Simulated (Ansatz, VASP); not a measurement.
# Two plane-wave programs on Al12H

File INCAR:

```
ALGO = Normal
DIPOL = 0.5 0.5 0.312
EDIFF = 1E-6
ENCUT = 520
GGA = PE
IDIPOL = 3
ISIF = 2
ISMEAR = 0
ISPIN = 2
LASPH = True
LCHARG = False
LDIPOL = True
LORBIT = 11
LREAL = False
LWAVE = False
MAGMOM = 0 0 0 0 0 0 0 0 0 0 0 0 1
NBANDS = 34
NELM = 150
PREC = Accurate
SIGMA = 0.1
```

KPOINTS

```
k-points
0
Gamma
  6 6 1
```

File POSCAR:

```
Al12H
1.0
    5.7143028096      0.0000000000      0.0000000000
   -2.8571514048      4.9487313980      0.0000000000
    0.0000000000      0.0000000000     21.6016424764
Al H
12 1
Direct
    0.3333333333      0.1666666667      0.1851711047
    0.3333333333      0.6666666667      0.1851711047
    0.8333333333      0.1666666667      0.1851711047
    0.8333333333      0.6666666667      0.1851711047
    0.1666666667      0.3333333333      0.2916873740
    0.1666666667      0.8333333333      0.2916873740
    0.6666666667      0.3333333333      0.2916873740
    0.6666666667      0.8333333333      0.2916873740
    0.0000000000      0.0000000000      0.3981939098
    0.0000000000      0.5000000000      0.3981939098
    0.5000000000      0.0000000000      0.3981939098
    0.5000000000      0.5000000000      0.3981939098
    0.3333333333     -0.3333333333      0.5495712879
```

Input for Ansatz:

```yaml
crystal:
  lattice:
    - [5.7143028096, 0.0, 0.0]
    - [-2.8571514048, 4.948731398, 0.0]
    - [0.0, 0.0, 21.6016424764]
  atoms:
    - { symbol: Al, position: [0.3333333333, 0.1666666667, 0.1851711047] }
    - { symbol: Al, position: [0.3333333333, 0.6666666667, 0.1851711047] }
    - { symbol: Al, position: [0.8333333333, 0.1666666667, 0.1851711047] }
    - { symbol: Al, position: [0.8333333333, 0.6666666667, 0.1851711047] }
    - { symbol: Al, position: [0.1666666667, 0.3333333333, 0.291687374] }
    - { symbol: Al, position: [0.1666666667, 0.8333333333, 0.291687374] }
    - { symbol: Al, position: [0.6666666667, 0.3333333333, 0.291687374] }
    - { symbol: Al, position: [0.6666666667, 0.8333333333, 0.291687374] }
    - { symbol: Al, position: [0.0, 0.0, 0.3981939098] }
    - { symbol: Al, position: [0.0, 0.5, 0.3981939098] }
    - { symbol: Al, position: [0.5, 0.0, 0.3981939098] }
    - { symbol: Al, position: [0.5, 0.5, 0.3981939098] }
    - { symbol: H, position: [0.3333333333, -0.3333333333, 0.5495712879], spin: 1.0 }
basis:
  ecutwfc: 420
kpoints:
  mp_grid: { grid: [6, 6, 1] }
hamiltonian:
  xc: pbe
scf:
  occupations: { method: gaussian, width: 0.1 }
output:
  forces: true
  eigenvalues: true
  populations: true
magnetization:
  spin_polarized: true
efield:
  axis: 3
  dipole_correction: true
  ramp_width: 0.04
```

Alike in both runs: task single point; functional PBE; k mesh 6 × 6 × 1; occupations gaussian, width 0.1 eV; collinear spin.

```csv
,VASP,Ansatz
version,VASP 6.6.1,Ansatz 0.2.0
potentials or method,"VASP PAW PBE potentials, release 64 (Al, H), cutoff 520 eV","scalar-relativistic, plane waves, PAW"
valence electrons in the cell,37,37
```

```tsv
	VASP	Ansatz	Ansatz less VASP
gap on the k mesh at the Fermi level (eV)	none	none	-
rms of the force components (eV/Å)	0.014	0.015	+0.0002
net moment per atom (μB)	0.08	0.08	0.000
size of the moment on the site where the two differ most (μB)	0.37	0.91	+0.536
```

Site moments also hang on the region over which each program counts them. Atom by atom the forces differ by 0.001 eV/Å (rms over components). A gap of «none» marks a metal or a gap that the smearing closes. Ansatz's warnings: stability check not made.
